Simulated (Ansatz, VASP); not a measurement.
## Two plane-wave programs on NaCl

```xyz
2
Lattice="0.0000 2.7632 2.7632 2.7632 0.0000 2.7632 2.7632 2.7632 0.0000" Properties=species:S:1:pos:R:3 pbc="T T T"
Na    0.0000    0.0000    0.0000
Cl    2.7632    2.7632    2.7632
```

Alike in both runs: task single point; functional PBEsol; k mesh 8 × 8 × 8; occupations gaussian, width 0.05 eV; no spin polarisation.

|  | VASP | Ansatz |
| --- | --- | --- |
| version | VASP 6.6.1 | Ansatz 0.2.0 |
| potentials or method | VASP PAW PBE potentials, release 64 (Na_pv, Cl), cutoff 520 eV | scalar-relativistic, plane waves, PAW |
| valence electrons in the cell | 14 | 16 |

|  | VASP | Ansatz | Ansatz less VASP |
| --- | --- | --- | --- |
| gap on the k mesh at the Fermi level (eV) | 5.16 | 5.17 | +0.004 |
| least direct gap on the mesh (eV) | 5.16 | 5.17 | +0.004 |
| pressure (GPa) | 1.2 | 1.2 | -0.03 |

VASP's potentials were made for PBE, not for PBEsol. The functional is the same, so the differences come from potentials, cutoffs and numerics. VASP's potentials hold 14 valence electrons a cell and Ansatz's 16, so a difference there can come from the potentials and not from the codes.
